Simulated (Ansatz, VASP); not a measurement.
Cd: VASP beside Ansatz

Contents of INCAR:

```
SYSTEM = Cd
PREC = Accurate
ENCUT = 600
EDIFF = 1E-6
ISMEAR = 0
SIGMA = 0.1
LREAL = .False.
LASPH = .True.
NELM = 80
ALGO = Normal
ISIF = 3
LWAVE = .False.
LCHARG = .False.
GGA = PS
IBRION = 2
NSW = 80
EDIFFG = -0.01
```

Contents of KPOINTS:

```
Automatic mesh
0
Gamma
  16 16 16
  0 0 0
```

The input POSCAR:

```
Cd
1.0
   -1.7420433110      1.7420433110      1.7420433110
    1.7420433110     -1.7420433110      1.7420433110
    1.7420433110      1.7420433110     -1.7420433110
Cd
1
Direct
    0.0000000000      0.0000000000      0.0000000000
```

Input for Ansatz:

```yaml
crystal:
  lattice:
    - [-1.742043311, 1.742043311, 1.742043311]
    - [1.742043311, -1.742043311, 1.742043311]
    - [1.742043311, 1.742043311, -1.742043311]
  atoms:
    - { symbol: Cd, position: [0.0, 0.0, 0.0] }
basis:
  ecutwfc: 420
kpoints:
  mp_grid: { grid: [16, 16, 16] }
hamiltonian:
  xc: pbesol
scf:
  occupations: { method: gaussian, width: 0.1 }
output:
  forces: true
  stress: true
  eigenvalues: true
relax:
  adjacent_minimum: "off"
  f_tol: 0.01
  max_steps: 60
  cell: { stress_tol: 0.1 }
```

Alike in both runs: task relaxation of cell and atoms; functional PBEsol; k mesh 16 × 16 × 16; occupations gaussian, width 0.1 eV; no spin polarisation.

```csv
,VASP,Ansatz
version,VASP 6.6.1,Ansatz 0.2.0
potentials or method,"VASP PAW PBE potentials, release 64 (Cd), cutoff 600 eV","scalar-relativistic, plane waves, PAW"
valence electrons in the cell,12,20
```

|  | VASP | Ansatz | Ansatz less VASP |
| --- | --- | --- | --- |
| gap on the k mesh at the Fermi level, each at its own relaxed structure (eV) | none | none | - |
| relaxed volume (Å³/atom) | 21.45 | 21.38 | -0.073 |
| relaxed cell length with the largest relative difference (Å) | 3.032 | 3.028 | -0.0035 |

VASP's potentials were made for PBE, not for PBEsol. A gap of «none» marks a metal or a gap that the smearing closes. VASP's potentials hold 12 valence electrons a cell and Ansatz's 20, so a difference there can come from the potentials and not from the codes.
